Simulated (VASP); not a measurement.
Cs: single point with PBEsol

Cs:

```
Cs
1.0
     0.00000    3.94834    3.94834
     3.94834    0.00000    3.94834
     3.94834    3.94834    0.00000
Cs
1
Direct
  0.00000 0.00000 0.00000
```

```
Program                : VASP 6.6.1
Task                   : single point
Functional             : PBEsol
Potentials or basis    : VASP PAW PBE potentials, release 64 (Cs_sv)
Cutoff                 : 520 eV
k mesh                 : 6 × 6 × 6
Occupations            : fermi-dirac, width 0.05 eV
Spin                   : no spin polarisation
Dipole correction      : no
Further INCAR settings : ALGO = Normal; EDIFF = 1e-07; NBANDS = 10
```

```json
{
 "Pressure": "-0.2 GPa"
}
```

Levels at points of the mesh, in eV from the Fermi level:
| k point | band 3 | band 4 | band 5 | band 6 | band 7 | band 8 |
| --- | --- | --- | --- | --- | --- | --- |
| (0.00, 0.00, 0.00) | -10.59 | -10.59 | -1.59 | 2.44 | 2.44 | 2.44 |
| (0.50, 0.00, 0.00) | -10.60 | -10.60 | 0.01 | 0.73 | 2.31 | 2.31 |
| (0.50, 0.50, 0.00) | -10.63 | -10.63 | 0.34 | 1.11 | 1.35 | 3.84 |

It took 17 s on 1 thread of AMD EPYC 7R13 Processor (Zen 3), on a shared host, peak memory 0.2 GiB.

Caveat: the PAW data sets were made with another functional, which shifts forces and pressure a little; spin-orbit coupling is left out, which moves the levels of the heavy elements.
